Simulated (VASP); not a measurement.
Set up this calculation in VASP 6.6.1, as the native input.

```yaml
Task: single point
Functional: PBE
Potentials_or_basis: VASP PAW PBE potentials, release 64 (Ru_pv, F)
Cutoff: 520 eV
k_mesh: 12 × 12 × 1
Occupations: gaussian, width 0.1 eV
Spin: no spin polarisation
Dipole_correction: yes
Further_INCAR_settings: ALGO = Fast; EDIFF = 1e-07; NBANDS = 48
```

The structure of Ru5F lies in POSCAR:

```
Ru5F
1.0
    2.7197977465      0.0000000000      0.0000000000
   -1.3598988732      2.3554139416      0.0000000000
    0.0000000000      0.0000000000     24.0359895925
Ru F
5 1
Direct
    0.6666666667      0.3333333333      0.1664171132
    0.3333333333      0.6666666667      0.2557968275
    0.6666666667      0.3333333333      0.3452060919
    0.3333333333      0.6666666667      0.4352311869
    0.6666666667      0.3333333333      0.5215507997
    1.0000000000      1.0000000000      0.5866317519
```

These files were run (other wordings do the same):

INCAR

```
SYSTEM = Ru5F
ALGO     = Fast           ! electronic algorithm
DIPOL    = 0.5 0.5 0.385
EDIFF    = 1E-7           ! SCF threshold, eV
ENCUT    = 520            ! plane-wave cutoff, eV
GGA      = PE             ! functional
IDIPOL   = 3            
ISIF     = 2              ! what is computed and relaxed
ISMEAR   = 0              ! smearing method
LASPH    = .TRUE.         ! aspherical terms in the spheres
LCHARG   = .TRUE.         ! write CHGCAR
LDIPOL   = .TRUE.       
LELF     = .TRUE.         ! ELF
LREAL    = .FALSE.        ! projectors in reciprocal space
LVACPOTAV= .TRUE.       
LVHAR    = .TRUE.       
LWAVE    = .FALSE.        ! write WAVECAR
NBANDS   = 48             ! bands
NELM     = 100            ! most SCF steps
PREC     = Accurate       ! precision mode
SIGMA    = 0.1            ! smearing width, eV
```

KPOINTS

```
k-points
0
G
  12 12 1
  0 0 0
```

Potentials or basis: VASP PAW PBE potentials, release 64 (Ru_pv, F).

Command:

```sh
$ cat potpaw_PBE.64/Ru_pv/POTCAR potpaw_PBE.64/F/POTCAR > POTCAR
$ mpirun -np 1 vasp_std > vasp.out
```

It gave:

```json
{
 "Largest force": "0.855 eV/Å",
 "Band gap on the k mesh": "zero (an odd number of electrons rules out a gap without spin polarisation)"
}
```

Wall time 6.1 min on 1 thread of Oxide Virtual Turin-like Processor, with other jobs on the host, peak memory 0.28 GiB.
